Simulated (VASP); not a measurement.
# Zn7F16 (a cell with a defect) in VASP: notebook

Zn7F16 (a cell with a defect) is run at these levels: PBE; tasks: single point.

All numbers are computed with VASP 6.6.1; they aren't measurements. Logs are shortened: lines on timing, memory, paths and dates and some standing lists are left out, and cuts for length are marked.

### 1 The cell of the first run

The cell holds a defect, 23 atoms: a = 6.789 Å, b = 6.789 Å, c = 7.961 Å, α = 115.24°, β = 115.24°, γ = 90.00°.

### 2 Single point, PBE (atoms taken out, then relaxed in part)

Input file INCAR:

```
SYSTEM = Zn7F16
PREC     = Accurate       ! precision mode
ENCUT    = 520            ! plane-wave cutoff, eV
EDIFF    = 1E-6           ! SCF threshold, eV
ISMEAR   = 0              ! smearing method
SIGMA    = 0.05           ! smearing width, eV
LREAL    = .False.        ! projectors in reciprocal space
LASPH    = .True.         ! aspherical terms in the spheres
NELM     = 120            ! most SCF steps
ALGO     = Normal         ! electronic algorithm
ISIF     = 2              ! what is computed and relaxed
LWAVE    = .False.        ! write WAVECAR
LCHARG   = .False.        ! write CHGCAR
GGA      = PE             ! functional
NBANDS   = 115            ! bands
GGA_COMPAT= .False.
```

Input file KPOINTS:

```
Automatic mesh
0
Gamma
  4 4 4
  0 0 0
```

Input file POSCAR:

```
Zn7F16
1.0
    4.8002511520     -4.8002511520      0.0000000000
   -4.8002511520     -4.8002511520      0.0000000000
    0.0000000000      4.8002511520     -6.3503954162
Zn F
7 16
Direct
    0.0082689711      1.0082689711      0.0165379422
    0.7500000000      0.7500000000      0.5000000000
    0.4917310289      0.4917310289     -0.0165379422
    0.6227602510      0.1227602510      0.2455205019
    0.3707071743      0.8707071743      0.7414143487
    0.1292928257      0.6292928257      0.2585856513
    0.8772397490      0.3772397490      0.7544794981
    0.7500000000      0.4440828957      0.5000000000
    0.4921446695      0.1881299947     -0.0157106611
    0.2500000000      0.9343430095      0.5000000000
    0.0078553305      0.7038406558      0.0157106611
    0.3282462601      0.1104108780      0.2208217560
    0.0669764267      0.8782274694      0.7564549387
    0.8105214880      0.6217725306      0.2435450613
    0.6074245042      0.3895891220      0.7791782440
    0.7500000000      0.0559171043      0.5000000000
    0.4921446695      0.7961593442     -0.0157106611
    0.2500000000      0.5656569905      0.5000000000
    0.0078553305      0.3118700053      0.0157106611
    0.8925754958      0.1104108780      0.2208217560
    0.6894785120      0.8782274694      0.7564549387
    0.4330235733      0.6217725306      0.2435450613
    0.1717537399      0.3895891220      0.7791782440
```

Potentials or basis: VASP PAW PBE potentials, release 64 (Zn, F).

On the command line:

```sh
$ cat potpaw_PBE.64/Zn/POTCAR potpaw_PBE.64/F/POTCAR > POTCAR
$ mpirun -np 1 vasp_std > vasp.out
```

OUTCAR:

```text
SYSTEM = Zn7F16
   PREC = Accurate
   ENCUT = 520
   EDIFF = 1E-6
   ISMEAR = 0
   LREAL = .False.
   LASPH = .True.
   NELM = 120
   ISIF = 2
   GGA = PE

 ion  position               nearest neighbor table
   1  0.008  0.008  0.017-  12 1.97  20 1.97  19 2.06  11 2.06  13 2.09  21 2.09
   2  0.750  0.750  0.500-  13 2.07  14 2.07  21 2.07  22 2.07   8 2.08  16 2.08
   3  0.492  0.492  0.983-  23 1.97  15 1.97  17 2.06   9 2.06  22 2.09  14 2.09
   4  0.623  0.123  0.246-  20 1.92  12 1.92   8 2.09  16 2.09   9 2.13  17 2.13
   5  0.371  0.871  0.741-  18 1.98  10 1.98  17 2.04   9 2.04  13 2.12  21 2.12
   6  0.129  0.629  0.259-  10 1.98  18 1.98  11 2.04  19 2.04  22 2.12  14 2.12
   7  0.877  0.377  0.754-  15 1.92  23 1.92  16 2.09   8 2.09  19 2.13  11 2.13
   8  0.750  0.444  0.500-   2 2.08   4 2.09   7 2.09
   9  0.492  0.188  0.984-   5 2.04   3 2.06   4 2.13
  10  0.250  0.934  0.500-   6 1.98   5 1.98
  11  0.008  0.704  0.016-   6 2.04   1 2.06   7 2.13
  12  0.328  0.110  0.221-   4 1.92   1 1.97
  13  0.067  0.878  0.756-   2 2.07   1 2.09   5 2.12
  14  0.811  0.622  0.244-   2 2.07   3 2.09   6 2.12
  15  0.607  0.390  0.779-   7 1.92   3 1.97
  16  0.750  0.056  0.500-   2 2.08   7 2.09   4 2.09
  17  0.492  0.796  0.984-   5 2.04   3 2.06   4 2.13
  18  0.250  0.566  0.500-   5 1.98   6 1.98
  19  0.008  0.312  0.016-   6 2.04   1 2.06   7 2.13
  20  0.893  0.110  0.221-   4 1.92   1 1.97
  21  0.689  0.878  0.756-   2 2.07   1 2.09   5 2.12
  22  0.433  0.622  0.244-   2 2.07   3 2.09   6 2.12
  23  0.172  0.390  0.779-   7 1.92   3 1.97

  LATTYP: Found a body centered tetragonal cell.
 ALAT       =     6.7885802820
 C/A-ratio  =     1.8709053005

  Lattice vectors:

 A1 = (   4.8002511520,   0.0000000000,   6.3503954162)
 A2 = (  -4.8002511520,   0.0000000000,   6.3503954162)
 A3 = (   0.0000000000,  -4.8002511520,  -6.3503954162)

Analysis of symmetry for initial positions (statically):
=====================================================================
 Subroutine PRICEL returns:
 Original cell was already a primitive cell.

 Routine SETGRP: Setting up the symmetry group for a
 body centered tetragonal supercell.

 Subroutine GETGRP returns: Found  8 space group operations
 (whereof  4 operations were pure point group operations)
 out of a pool of 16 trial point group operations.

The static configuration has the point symmetry C_2v.
 The point group associated with its full space group is D_2h.

Analysis of symmetry for dynamics (positions and initial velocities):
[... 153 lines left out ...]
   ISIF   =      2    stress and relaxation
   ISYM   =      2    0-nonsym 1-usesym 2-fastsym
   POTIM  = 0.5000    time-step for ionic-motion
   TEBEG  =    0.0;   TEEND  =   0.0 temperature during run
   PSTRESS=    0.0 pullay stress
   NELECT =     196.0000    total number of electrons
   NUPDOWN=      -1.0000    fix difference up-down
   EMIN   =  10.00;   EMAX   =-10.00  energy-range for DOS
   EFERMI =   0.00;   METHOD = LEGACY
   ISMEAR =     0;   SIGMA  =   0.05  broadening in eV -4-tet -1-fermi 0-gaus
   EFERMI_NEDOS =   21; number of points for ismear=-14 and -15
   IALGO  =     38    algorithm
   IMIX   =      4    mixing-type and parameters
     AMIX     =   0.40;   BMIX     =  1.00
     AMIX_MAG =   1.60;   BMIX_MAG =  1.00
  volume/ion in A,a.u.               =      12.72        85.87
  Fermi-wavevector in a.u.,A,eV,Ry     =   1.432322  2.706696 27.912978  2.051546
  Thomas-Fermi vector in A             =   2.551962
   LORBIT       =      0    0 simple, 1 ext, 2 COOP (PROOUT), +10 PAW based schemes
   GGA     = PE    functional components
   LHFCALC =     F    Hartree Fock is set to
   AEXX    =    0.0000 exact exchange contribution
   IVDW    =     0    specifies the selected vdW correction
   LEPSILON=     F    determine dielectric tensor
   LRPA    =     F    only Hartree local field effects (RPA)
 non-spin polarized calculation
 Gauss-broadening in eV      SIGMA  =   0.05
  energy-cutoff  :      520.00
  volume of cell :      292.66
 maximum number of plane-waves:      7928
   NGX = 25   NGY = 25   NGZ = 29

 number of electron     195.9999967 magnetization

 Free energy of the ion-electron system (eV)
  ---------------------------------------------------
  ext. energy  EPLUGINS =         0.00000000
  ---------------------------------------------------
  free energy    TOTEN  =       -84.16951379 eV

  energy without entropy =      -84.13426556  energy(sigma->0) =      -84.15188968

 E-fermi :  -2.5388     XC(G=0):  -9.6352

 val. band max:       -2.5425931295   @ k =   0.0000   0.5000  -0.2500
 cond. band min:      -2.5335400412   @ k =   0.2500   0.5000   0.5000
 fundamental gap:      0.0090530884
 Fermi energy:        -2.5388116723

 k-point     1 :       0.0000    0.0000    0.0000
  band No.  band energies     occupation
      1     -23.7465      2.00000
      2     -23.4580      2.00000
      3     -23.3501      2.00000
      4     -23.2868      2.00000
      5     -23.2390      2.00000
      6     -23.2130      2.00000
[... 2023 lines left out ...]
    109       8.7634      0.00000
    110       9.0838      0.00000
 [bands above 110 left out]

------------------------ aborting loop because EDIFF is reached ----------------------------------------

  FORCE on cell =-STRESS in cart. coord.  units (eV):
  Direction    XX          YY          ZZ          XY          YZ          ZX
  --------------------------------------------------------------------------------------
  -------------------------------------------------------------------------------------
  Total       -0.7361284     -0.7361284     -2.6115650      0.8008617      0.0000000      0.0000000
  in kB       -4.0300040     -4.0300040    -14.2972575      4.3843925      0.0000000      0.0000000
  external PRESSURE =      -7.4524219 kB  Pullay stress =       0.0000000 kB

 VOLUME and BASIS-vectors are now :
 -----------------------------------------------------------------------------
  energy-cutoff  :      520.00
  volume of cell :      292.66
      direct lattice vectors                 reciprocal lattice vectors
     4.800251152 -4.800251152  0.000000000     0.104161217 -0.104161217 -0.078735255
    -4.800251152 -4.800251152  0.000000000    -0.104161217 -0.104161217 -0.078735255
     0.000000000  4.800251152 -6.350395416     0.000000000  0.000000000 -0.157470509

 POSITION                                       TOTAL-FORCE (eV/Angst)
 -----------------------------------------------------------------------------------
      0.00000      0.00000     -0.10502         0.000000     -0.000000      0.027230
      0.00000     -4.80025     -3.17520         0.000000      0.000000      0.000000
      0.00000      0.00000     -6.24537         0.000000      0.000000     -0.027230
      2.40013     -2.40013     -1.55915         0.000000      0.000000     -0.016327
     -2.40013     -2.40013     -4.70827         0.000000      0.000000     -0.061362
     -2.40013     -2.40013     -1.64212         0.000000      0.000000      0.061362
[... 15 lines left out ...]
     -0.90604     -3.89421     -1.54661        -0.013878      0.013878      0.004013
     -1.04566      1.04566     -4.94809         0.031186     -0.031186      0.031202
 -----------------------------------------------------------------------------------
    total drift:                               -0.000000      0.000000      0.000000

  FREE ENERGIE OF THE ION-ELECTRON SYSTEM (eV)
  ---------------------------------------------------
  free  energy   TOTEN  =       -84.1695137921 eV

  energy  without entropy=      -84.1342655619  energy(sigma->0) =      -84.15188968
```

OSZICAR:

```text
N       E                     dE             d eps       ncg     rms          rms(c)
DAV:   1     0.314410245599E+04    0.31441E+04   -0.92294E+04  4148   0.223E+03
DAV:   2     0.511519266827E+03   -0.26326E+04   -0.25103E+04  4420   0.644E+02
DAV:   3    -0.558869640824E+02   -0.56741E+03   -0.55359E+03  4359   0.276E+02
[... 16 lines left out ...]
DAV:  20    -0.841695254818E+02   -0.73969E-04   -0.30293E-04  4555   0.110E-01    0.627E-02
DAV:  21    -0.841695133484E+02    0.12133E-04   -0.75949E-05  5309   0.689E-02    0.228E-02
DAV:  22    -0.841695179606E+02   -0.46122E-05   -0.15376E-05  5327   0.335E-02    0.321E-02
DAV:  23    -0.841695144849E+02    0.34757E-05   -0.39904E-06  2658   0.214E-02    0.176E-02
DAV:  24    -0.841695133969E+02    0.10880E-05   -0.46185E-06  2957   0.184E-02    0.410E-03
DAV:  25    -0.841695137921E+02   -0.39522E-06   -0.14614E-06  2564   0.103E-02
   1 F= -.84169514E+02 E0= -.84151890E+02  d E =-.352482E-01
```

It took 12 min on 1 thread of Intel Xeon 6975P-C (Granite Rapids), shared host; peak memory 0.61 GiB.

What came out:

```
Free energy            : -84.1695 eV
Pressure               : -0.7 GPa
Largest force          : 0.096 eV/Å
Band gap on the k mesh : zero (bands 98 and 99 overlap by 0.17 eV)
```

Forces on the atoms (eV/Å):
```
Zn   0.000  0.000  0.027
Zn   0.000  0.000  0.000
Zn   0.000  0.000 -0.027
Zn   0.000  0.000 -0.016
Zn   0.000  0.000 -0.061
Zn   0.000  0.000  0.061
Zn   0.000  0.000  0.016
F   -0.010 -0.010  0.000
F   -0.006 -0.006 -0.016
F   -0.068 -0.068  0.000
F   -0.006 -0.006  0.016
F   -0.031  0.031 -0.031
F    0.014 -0.014 -0.004
F    0.014 -0.014  0.004
F   -0.031  0.031  0.031
F    0.010  0.010  0.000
F    0.006  0.006 -0.016
F    0.068  0.068  0.000
F    0.006  0.006  0.016
F    0.031 -0.031 -0.031
F   -0.014  0.014 -0.004
F   -0.014  0.014  0.004
F    0.031 -0.031  0.031
```

Stress tensor (GPa, compression positive):
```
-0.40  0.44  0.00
 0.44 -0.40  0.00
 0.00  0.00 -1.43
```

Levels at points of the mesh, in eV from the Fermi level:
| k point | band 94 | band 95 | band 96 | band 97 | band 98 | band 99 | band 100 | band 101 | band 102 | band 103 |
| --- | --- | --- | --- | --- | --- | --- | --- | --- | --- | --- |
| (0.00, 0.00, 0.00) | -0.41 | -0.36 | -0.19 | -0.08 | -0.05 | -0.03 | 4.25 | 7.82 | 7.84 | 7.94 |
| (0.50, 0.00, 0.00) | -0.31 | -0.10 | -0.09 | -0.08 | 0.05 | 0.06 | 5.72 | 6.24 | 7.61 | 8.08 |
| (0.00, 0.50, 0.50) | -0.37 | -0.27 | -0.20 | -0.15 | -0.01 | 0.02 | 5.75 | 6.09 | 7.64 | 7.95 |
| (0.50, 0.50, 0.00) | -0.21 | -0.14 | -0.05 | -0.03 | 0.02 | 0.11 | 6.54 | 6.54 | 7.59 | 7.59 |
| (0.00, 0.00, 0.50) | -0.53 | -0.47 | -0.21 | -0.15 | -0.12 | -0.12 | 5.73 | 5.97 | 7.27 | 7.67 |

Caveat: the cell differs from its parent crystal (atoms taken out, then relaxed in part).

### 3 Single point, PBE

Input file INCAR:

```
  PREC = Accurate
  ENCUT = 520
  EDIFF = 1E-6
  ISMEAR = 0
  SIGMA = 0.05
  LREAL = F
  LASPH = T
  NELM = 120
  ALGO = Normal
  ISIF = 2
  LWAVE = F
  LCHARG = F
  GGA = PE
  NBANDS = 115
  GGA_COMPAT = F
```

Input file KPOINTS:

```
regular mesh
0
Gamma
  4 4 4
```

Input file POSCAR:

```
Zn7F16
1.0
    4.8002511520     -4.8002511520      0.0000000000
   -4.8002511520     -4.8002511520      0.0000000000
    0.0000000000      4.8002511520     -6.3503954162
Zn F
7 16
Direct
    0.1250000165      1.1250000165      0.2500000331
    0.7541344690      0.7541344690      0.5082689380
    0.4958655145      0.4958655145     -0.0082689711
    0.6250003916      0.1250003916      0.2500007831
    0.3717333211      0.8717333211      0.7434666422
    0.1249990819      0.6249990819      0.2499981638
    0.8782672055      0.3782672055      0.7565344109
    0.7539256276      0.4489600505      0.5078512552
    0.4960723347      0.1911067535     -0.0078553305
    0.2460743724      0.9362388522      0.4921487448
    0.0039276653      0.6940943317      0.0078553305
    0.3428346959      0.1249997143      0.2499994286
    0.0726112286      0.8693194594      0.7386389188
    0.8137491523      0.6249998457      0.2499996914
    0.5839734996      0.3806809806      0.7613619612
    0.7539256276      0.0588912047      0.5078512552
    0.4960723347      0.8010379160     -0.0078553305
    0.2460743724      0.5559098926      0.4921487448
    0.0039276653      0.3137609988      0.0078553305
    0.9071647327      0.1249997143      0.2499994286
    0.6660276902      0.8693194594      0.7386389188
    0.4362505392      0.6249998457      0.2499996914
    0.1773884617      0.3806809806      0.7613619612
```

Potentials or basis: VASP PAW PBE potentials, release 64 (Zn, F).

On the command line:

```sh
$ cat potpaw_PBE.64/Zn/POTCAR potpaw_PBE.64/F/POTCAR > POTCAR
$ mpirun -np 1 vasp_std > vasp.out
```

Wall time 11 min (1 thread of Intel Xeon 6975P-C (Granite Rapids), shared host); peak memory 0.62 GiB.

It converged, with:

```yaml
Free_energy: -79.5092 eV
Pressure: 6.8 GPa
Largest_force: 14.012 eV/Å
Band_gap_on_the_k_mesh: zero (bands 98 and 99 overlap by 0.14 eV)
```

Forces in eV/Å, atoms in the order of the input:
```
Zn   0.000  0.000  0.000
Zn   0.000  0.000 -0.571
Zn   0.000  0.000  0.571
Zn   0.000  0.000  0.000
Zn   0.000  0.000  0.140
Zn   0.000  0.000  0.000
Zn   0.000  0.000 -0.140
F    0.069  0.069  0.184
F    0.069  0.069 -0.184
F   -0.062 -0.062  0.393
F   -0.062 -0.062 -0.393
F    9.908 -9.908  0.000
F    0.233 -0.233  0.286
F   -0.064  0.064  0.000
F    0.233 -0.233 -0.286
F   -0.069 -0.069  0.184
F   -0.069 -0.069 -0.184
F    0.062  0.062  0.393
F    0.062  0.062 -0.393
F   -9.908  9.908  0.000
F   -0.233  0.233  0.286
F    0.064 -0.064  0.000
F   -0.233  0.233 -0.286
```

Stress tensor (GPa, compression positive):
```
 11.95 -12.09   0.00
-12.09  11.95   0.00
  0.00   0.00  -3.60
```

Levels at points of the mesh, in eV from the Fermi level:
```csv
k point,band 96,band 97,band 98,band 99,band 100,band 101
"(0.00, 0.00, 0.00)",-0.33,-0.15,-0.01,0.00,4.35,7.66
"(0.50, 0.00, 0.00)",-0.26,-0.03,0.04,0.11,5.79,6.38
"(0.00, 0.50, 0.50)",-0.15,-0.14,-0.03,0.05,5.84,6.01
"(0.50, 0.50, 0.00)",-0.12,-0.03,0.04,0.04,6.42,6.77
"(0.00, 0.00, 0.50)",-0.32,-0.15,-0.11,-0.07,5.70,6.13
```
